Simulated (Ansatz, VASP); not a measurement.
This is a calculation of ZrB2 for Ansatz 0.2.0.

input.yaml

```yaml
crystal:
  lattice:
    - [3.17, 0.0, 0.0]
    - [-1.585, 2.74530053, 0.0]
    - [0.0, 0.0, 3.533]
  atoms:
    - { symbol: Zr, position: [0.0, 0.0, 0.0] }
    - { symbol: B, position: [0.6666666667, 0.3333333333, 0.5] }
    - { symbol: B, position: [0.3333333333, 0.6666666667, 0.5] }
hamiltonian:
  xc: pbe
  pseudopotentials: { kind: paw }
kpoints:
  mp_grid: { grid: [10, 10, 8] }
scf:
  occupations: { method: gaussian, width: 0.018 }
output:
  forces: true
  stress: true
  eigenvalues: true
```

Potentials or basis: Ansatz PAW.

The run is started by

```console
$ ansatz run input.yaml --threads 2 --pin off --max-ram 5632MiB --backend cpu --events-out ev --progress --plain --runs-dir out
```

Question: Set up the same calculation for VASP 6.6.1. Potentials there: VASP PAW PBE potentials, release 64 (Zr_sv, B).

Answer: As run (the cutoff follows the program's own potentials):

The input INCAR:

```
PREC     = Accurate       # precision mode
ENCUT    = 520            # plane-wave cutoff, eV
EDIFF    = 1E-6           # SCF threshold, eV
ISMEAR   = 0              # smearing method
SIGMA    = 0.018000000000000002 # smearing width, eV
LREAL    = False          # projectors in reciprocal space
LASPH    = True           # aspherical terms in the spheres
NELM     = 100            # most SCF steps
ALGO     = Normal         # electronic algorithm
ISIF     = 2              # what is computed and relaxed
LWAVE    = False          # write WAVECAR
LCHARG   = False          # write CHGCAR
GGA      = PE             # functional
NBANDS   = 16             # bands
```

KPOINTS

```
regular mesh
0
Gamma
  10 10 8
```

The input POSCAR:

```
ZrB2
1.0
    3.1700000000      0.0000000000      0.0000000000
   -1.5850000000      2.7453005300      0.0000000000
    0.0000000000      0.0000000000      3.5330000000
Zr B
1 2
Direct
    0.0000000000      0.0000000000      0.0000000000
    0.6666666667      0.3333333333      0.5000000000
    0.3333333333      0.6666666667      0.5000000000
```

Potentials or basis: VASP PAW PBE potentials, release 64 (Zr_sv, B).

The run is started by

```bash
$ cat potpaw_PBE.64/Zr_sv/POTCAR potpaw_PBE.64/B/POTCAR > POTCAR
$ mpirun -np 1 vasp_std > vasp.out
```

Both were run:

|  | VASP | Ansatz | Ansatz less VASP |
| --- | --- | --- | --- |
| gap on the k mesh at the Fermi level (eV) | none | none | - |
| pressure (GPa) | 0.9 | 0.8 | -0.14 |
| traceless stress, the component that is largest in VASP (GPa) | 0.84 | 0.80 | -0.042 |

A gap of «none» marks a metal or a gap that the smearing closes.
